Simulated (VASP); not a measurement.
# Sm2Si (Pmma) in VASP: single point with PBE

Aim: the single point of Sm2Si with PBE.

All numbers are computed with VASP 6.6.1; they aren't measurements. Logs are shortened: lines on timing, memory, paths and dates and some standing lists are left out, and cuts for length are marked.

### Step 1. The cell of the first run

The structure is orthorhombic, space group Pmma (No. 51). Conventional cell: a = 9.592 Å, b = 4.898 Å, c = 3.724 Å, α = 90.00°, β = 90.00°, γ = 90.00°. Within 3.8 Å of Sm (site symmetry 2/m) lie 4 Si at 2.91 to 3.17 Å and 6 Sm at 3.46 to 3.72 Å. Within 3.8 Å of Sm (site symmetry mm2) lie 4 Si at 2.91 to 3.26 Å and 6 Sm at 3.46 to 3.72 Å. Si (site symmetry mm2) has 8 Sm at 2.91 to 3.26 Å and 2 Si at 3.72 Å within 3.8 Å.

### Step 2. Single point, PBE

Input file INCAR:

```
SYSTEM = Sm2Si
PREC = Accurate ; ENCUT = 500
EDIFF = 1E-6 ; ISMEAR = 0
SIGMA = 0.1 ; LREAL = .False.
LASPH = .True. ; NELM = 200
ALGO = Normal ; ISIF = 2
LWAVE = .False. ; LCHARG = .False.
GGA = PE ; NBANDS = 35
GGA_COMPAT = .False. ; LMAXMIX = 6
```

Input file KPOINTS:

```
regular mesh
0
Gamma
  4 8 10
  0 0 0
```

Input file POSCAR:

```
Sm2Si
1.0
    9.5915049793      0.0000000000      0.0000000000
    0.0000000000      4.8980129248      0.0000000000
    0.0000000000      0.0000000000      3.7241537650
Sm Si
4 2
Direct
    0.5000000000      0.5000000000      0.0000000000
    0.0000000000      0.5000000000      0.0000000000
    0.7500000000      0.0000000000      0.8647965291
    0.2500000000      0.0000000000      0.1352034709
    0.7500000000      0.5000000000      0.4436900967
    0.2500000000      0.5000000000      0.5563099033
```

Potentials or basis: VASP PAW PBE potentials, release 64 (Sm_3, Si), 4f in core.

Command:

```
$ cat potpaw_PBE.64/Sm_3/POTCAR potpaw_PBE.64/Si/POTCAR > POTCAR
$ mpirun -np 1 vasp_std > vasp.out
```

OUTCAR:

```text
SYSTEM = Sm2Si
   PREC = Accurate
   ENCUT = 500
   EDIFF = 1E-6
   ISMEAR = 0
   LREAL = .False.
   LASPH = .True.
   NELM = 200
   ISIF = 2
   GGA = PE

 ion  position               nearest neighbor table
   1  0.500  0.500  0.000-   5 2.91   6 2.91   6 3.17   5 3.17   4 3.46   3 3.46   3 3.46   4 3.46

   2  0.000  0.500  0.000-   5 2.91   6 2.91   6 3.17   5 3.17   4 3.46   3 3.46   3 3.46   4 3.46

   3  0.750  0.000  0.865-   5 2.91   5 2.91   5 3.26   5 3.26   2 3.46   1 3.46   2 3.46   1 3.46

   4  0.250  0.000  0.135-   6 2.91   6 2.91   6 3.26   6 3.26   1 3.46   2 3.46   1 3.46   2 3.46

   5  0.750  0.500  0.444-   3 2.91   3 2.91   1 2.91   2 2.91   1 3.17   2 3.17   3 3.26   3 3.26

   6  0.250  0.500  0.556-   4 2.91   4 2.91   1 2.91   2 2.91   2 3.17   1 3.17   4 3.26   4 3.26

  LATTYP: Found a simple orthorhombic cell.
 ALAT       =     3.7241537650
 B/A-ratio  =     1.3152015824
 C/A-ratio  =     2.5754857572

  Lattice vectors:

 A1 = (   0.0000000000,   0.0000000000,  -3.7241537650)
 A2 = (   0.0000000000,   4.8980129248,   0.0000000000)
 A3 = (   9.5915049793,   0.0000000000,   0.0000000000)

Analysis of symmetry for initial positions (statically):
=====================================================================
 Subroutine PRICEL returns:
 Original cell was already a primitive cell.

 Routine SETGRP: Setting up the symmetry group for a
 simple orthorhombic supercell.

 Subroutine GETGRP returns: Found  8 space group operations
 (whereof  4 operations were pure point group operations)
 out of a pool of  8 trial point group operations.

The static configuration has the point symmetry C_2h.
 The point group associated with its full space group is D_2h.

Analysis of symmetry for dynamics (positions and initial velocities):
=====================================================================
 Subroutine PRICEL returns:
 Original cell was already a primitive cell.

 Routine SETGRP: Setting up the symmetry group for a
 simple orthorhombic supercell.

 Subroutine GETGRP returns: Found  8 space group operations
 (whereof  4 operations were pure point group operations)
 out of a pool of  8 trial point group operations.

The dynamic configuration has the point symmetry C_2h.
 The point group associated with its full space group is D_2h.

 Subroutine INISYM returns: Found  8 space group operations
 (whereof  4 operations are pure point group operations),
 and found     1 'primitive' translations

----------------------------------------------------------------------------------------

                                     Primitive cell

  volume of cell :     174.9582

  direct lattice vectors                    reciprocal lattice vectors
     9.591504979  0.000000000  0.000000000     0.104258925  0.000000000  0.000000000
     0.000000000  4.898012925  0.000000000     0.000000000  0.204164427  0.000000000
     0.000000000  0.000000000  3.724153765     0.000000000  0.000000000  0.268517377

  length of vectors
     9.591504979  4.898012925  3.724153765     0.104258925  0.204164427  0.268517377

  position of ions in fractional coordinates (direct lattice)
     0.500000000  0.500000000  0.000000000
     0.000000000  0.500000000  0.000000000
     0.750000000  0.000000000  0.864796529
     0.250000000  0.000000000  0.135203471
     0.750000000  0.500000000  0.443690097
     0.250000000  0.500000000  0.556309903

  ion indices of the primitive-cell ions
   primitive index   ion index
                 1           1
                 2           2
                 3           3
                 4           4
                 5           5
                 6           6

----------------------------------------------------------------------------------------

 KPOINTS: regular mesh

Automatic generation of k-mesh.
 Grid dimensions read from file:
 generate k-points for:    4    8   10

 Generating k-lattice:

  Cartesian coordinates                     Fractional coordinates (reciprocal lattice)
     0.026064731  0.000000000  0.000000000     0.250000000  0.000000000  0.000000000
     0.000000000  0.025520553  0.000000000     0.000000000  0.125000000  0.000000000
     0.000000000  0.000000000  0.026851738     0.000000000  0.000000000  0.100000000

  Length of vectors
     0.026064731  0.025520553  0.026851738

  Shift w.r.t. Gamma in fractional coordinates (k-lattice)
     0.000000000  0.000000000  0.000000000

 Subroutine IBZKPT returns following result:
 ===========================================

 Found     90 irreducible k-points:

 Following reciprocal coordinates:
            Coordinates               Weight
  0.000000  0.000000  0.000000      1.000000
  0.250000  0.000000  0.000000      2.000000
  0.500000  0.000000  0.000000      1.000000
  0.000000  0.125000  0.000000      2.000000
  0.250000  0.125000  0.000000      4.000000
  0.500000  0.125000  0.000000      2.000000
[... 16 lines left out ...]
  0.250000  0.250000  0.100000      8.000000
  0.500000  0.250000  0.100000      4.000000
 [... further k-points ...]
   k-points           NKPTS =     90   k-points in BZ     NKDIM =     90   number of bands    NBANDS=     35
   number of dos      NEDOS =    301   number of ions     NIONS =      6
   total plane-waves  NPLWV =  70560
   dimension x,y,z NGX =    70 NGY =   36 NGZ =   28
   dimension x,y,z NGXF=   140 NGYF=   72 NGZF=   56
   ions per type =               4   2
   NGX,Y,Z   is equivalent  to a cutoff of  12.13, 12.22, 12.50 a.u.
   NGXF,Y,Z  is equivalent  to a cutoff of  24.27, 24.44, 25.00 a.u.
 SYSTEM =  Sm2Si
   PREC   = accura    normal or accurate (medium, high low for compatibility)
   ISTART =      0    job   : 0-new  1-cont  2-samecut
   ICHARG =      2    charge: 1-file 2-atom 10-const
   ISPIN  =      1    spin polarized calculation?
   LNONCOLLINEAR =      F non collinear calculations
   LSORBIT =      F    spin-orbit coupling
   LASPH  =      T    aspherical Exc in radial PAW
   ENCUT  =  500.0 eV  36.75 Ry    6.06 a.u.  17.49  8.93  6.79*2*pi/ulx,y,z
   NELM   =    200;   NELMIN=  2; NELMDL= -5     # of ELM steps
   EDIFF  = 0.1E-05   stopping-criterion for ELM
   LREAL  =      F    real-space projection
   EDIFFG = 0.1E-04   stopping-criterion for IOM
   NSW    =      0    number of steps for IOM
   IBRION =     -1    ionic relax: 0-MD 1-quasi-New 2-CG
   NFREE  =      0    steps in history (QN), initial steepest desc. (CG)
   ISIF   =      2    stress and relaxation
   ISYM   =      2    0-nonsym 1-usesym 2-fastsym
   POTIM  = 0.5000    time-step for ionic-motion
   TEBEG  =    0.0;   TEEND  =   0.0 temperature during run
   PSTRESS=    0.0 pullay stress
   NELECT =      52.0000    total number of electrons
   NUPDOWN=      -1.0000    fix difference up-down
   EMIN   =  10.00;   EMAX   =-10.00  energy-range for DOS
   EFERMI =   0.00;   METHOD = LEGACY
   ISMEAR =     0;   SIGMA  =   0.10  broadening in eV -4-tet -1-fermi 0-gaus
   EFERMI_NEDOS =   21; number of points for ismear=-14 and -15
   IALGO  =     38    algorithm
   IMIX   =      4    mixing-type and parameters
     AMIX     =   0.40;   BMIX     =  1.00
     AMIX_MAG =   1.60;   BMIX_MAG =  1.00
  volume/ion in A,a.u.               =      29.16       196.78
  Fermi-wavevector in a.u.,A,eV,Ry     =   1.092524  2.064572 16.240047  1.193610
  Thomas-Fermi vector in A             =   2.228792
   LORBIT       =      0    0 simple, 1 ext, 2 COOP (PROOUT), +10 PAW based schemes
   GGA     = PE    functional components
   LHFCALC =     F    Hartree Fock is set to
   AEXX    =    0.0000 exact exchange contribution
   IVDW    =     0    specifies the selected vdW correction
   LEPSILON=     F    determine dielectric tensor
   LRPA    =     F    only Hartree local field effects (RPA)
 non-spin polarized calculation
 Gauss-broadening in eV      SIGMA  =   0.10
  energy-cutoff  :      500.00
  volume of cell :      174.96
 maximum number of plane-waves:      4476
 NGX is ok and might be reduce to    70
   NGX = 35   NGY = 17   NGZ = 13

 number of electron      51.9999997 magnetization

 Free energy of the ion-electron system (eV)
  ---------------------------------------------------
  ext. energy  EPLUGINS =         0.00000000
  ---------------------------------------------------
  free energy    TOTEN  =       -31.21692499 eV

  energy without entropy =      -31.18574998  energy(sigma->0) =      -31.20133748

 E-fermi :   3.5577     XC(G=0):  -9.6564

 val. band max:        3.5532779378   @ k =   0.0000   0.2500   0.0000
 cond. band min:       3.5637730095   @ k =   0.2500   0.1250   0.5000
 fundamental gap:      0.0104950717
 Fermi energy:         3.5577305834

 k-point     1 :       0.0000    0.0000    0.0000
  band No.  band energies     occupation
      1     -37.5999      2.00000
      2     -37.5694      2.00000
      3     -37.5009      2.00000
      4     -37.4712      2.00000
      5     -17.3219      2.00000
      6     -17.3134      2.00000
[... 27 lines left out ...]
     34       5.9911      0.00000
     35       6.0309      0.00000

 k-point     2 :       0.2500    0.0000    0.0000
  band No.  band energies     occupation
      1     -37.5963      2.00000
      2     -37.5753      2.00000
      3     -37.4951      2.00000
      4     -37.4746      2.00000
      5     -17.2992      2.00000
      6     -17.2970      2.00000
[... 27 lines left out ...]
     34       6.0464      0.00000
     35       6.3699      0.00000

 k-point     3 :       0.5000    0.0000    0.0000
  band No.  band energies     occupation
      1     -37.5869      2.00000
      2     -37.5869      2.00000
      3     -37.4838      2.00000
      4     -37.4838      2.00000
      5     -17.2481      2.00000
      6     -17.2481      2.00000
[... 27 lines left out ...]
     34       5.7861      0.00000
     35       6.7046      0.00000

 k-point     4 :       0.0000    0.1250    0.0000
  band No.  band energies     occupation
      1     -37.5963      2.00000
      2     -37.5693      2.00000
      3     -37.5008      2.00000
      4     -37.4746      2.00000
      5     -17.3045      2.00000
      6     -17.2917      2.00000
[... 27 lines left out ...]
     34       6.0610      0.00000
     35       6.2460      0.00000

 k-point     5 :       0.2500    0.1250    0.0000
  band No.  band energies     occupation
      1     -37.5931      2.00000
      2     -37.5744      2.00000
      3     -37.4959      2.00000
      4     -37.4777      2.00000
      5     -17.3364      2.00000
      6     -17.2840      2.00000
[... 638 lines left out ...]
 k-point    22 :       0.0000    0.2500    0.1000
  band No.  band energies     occupation
      1     -37.5846      2.00000
      2     -37.5669      2.00000
      3     -37.4985      2.00000
      4     -37.4820      2.00000
      5     -17.3308      2.00000
      6     -17.3072      2.00000
[... 27 lines left out ...]
     34       6.0700      0.00000
     35       6.3614      0.00000

 k-point    23 :       0.2500    0.2500    0.1000
  band No.  band energies     occupation
      1     -37.5824      2.00000
      2     -37.5700      2.00000
      3     -37.4956      2.00000
      4     -37.4840      2.00000
      5     -17.3736      2.00000
      6     -17.3263      2.00000
[... 27 lines left out ...]
     34       6.0417      0.00000
     35       6.3102      0.00000

 k-point    24 :       0.5000    0.2500    0.1000
  band No.  band energies     occupation
      1     -37.5766      2.00000
      2     -37.5766      2.00000
      3     -37.4894      2.00000
      4     -37.4894      2.00000
      5     -17.3746      2.00000
      6     -17.3746      2.00000
[... 27 lines left out ...]
     34       5.9880      0.00000
     35       6.2717      0.00000

 [... further k-points ...]

------------------------ aborting loop because EDIFF is reached ----------------------------------------

  FORCE on cell =-STRESS in cart. coord.  units (eV):
  Direction    XX          YY          ZZ          XY          YZ          ZX
  --------------------------------------------------------------------------------------
  -------------------------------------------------------------------------------------
  Total        0.3058649      0.2827581      0.2983311      0.0000000      0.0000000     -0.0000000
  in kB        2.8009534      2.5893532      2.7319627      0.0000000      0.0000000     -0.0000000
  external PRESSURE =       2.7074231 kB  Pullay stress =       0.0000000 kB

 VOLUME and BASIS-vectors are now :
 -----------------------------------------------------------------------------
  energy-cutoff  :      500.00
  volume of cell :      174.96
      direct lattice vectors                 reciprocal lattice vectors
     9.591504979  0.000000000  0.000000000     0.104258925  0.000000000  0.000000000
     0.000000000  4.898012925  0.000000000     0.000000000  0.204164427  0.000000000
     0.000000000  0.000000000  3.724153765     0.000000000  0.000000000  0.268517377

 POSITION                                       TOTAL-FORCE (eV/Angst)
 -----------------------------------------------------------------------------------
      4.79575      2.44901      0.00000         0.000000      0.000000      0.000000
      0.00000      2.44901      0.00000         0.000000      0.000000      0.000000
      7.19363      0.00000      3.22064         0.000000      0.000000      0.004096
      2.39788      0.00000      0.50352         0.000000      0.000000     -0.004096
      7.19363      2.44901      1.65237        -0.000000      0.000000      0.000509
      2.39788      2.44901      2.07178         0.000000      0.000000     -0.000509
 -----------------------------------------------------------------------------------
    total drift:                                0.000000      0.000000     -0.000000

  FREE ENERGIE OF THE ION-ELECTRON SYSTEM (eV)
  ---------------------------------------------------
  free  energy   TOTEN  =       -31.2169249912 eV

  energy  without entropy=      -31.1857499772  energy(sigma->0) =      -31.20133748
```

It took 7.9 min on 1 thread of Intel Xeon Platinum 8488C (Sapphire Rapids), shared host; peak memory 0.52 GiB.

Results:

```yaml
Free_energy: -31.2169 eV
Pressure: 0.3 GPa
Largest_force: 0.004 eV/Å
Band_gap_on_the_k_mesh: zero (bands 26 and 27 overlap by 0.75 eV)
```

Forces in eV/Å, atoms in the order of the input:
```
Sm   0.000  0.000  0.000
Sm   0.000  0.000  0.000
Sm   0.000  0.000  0.004
Sm   0.000  0.000 -0.004
Si   0.000  0.000  0.001
Si   0.000  0.000 -0.001
```

Caveat: spin-orbit coupling is left out, which moves the levels of the heavy elements; the 4f electrons are frozen in the core, so they carry no moment and show no levels. Spin polarisation is off, so any magnetic state and its effect on volume and gap are missing.
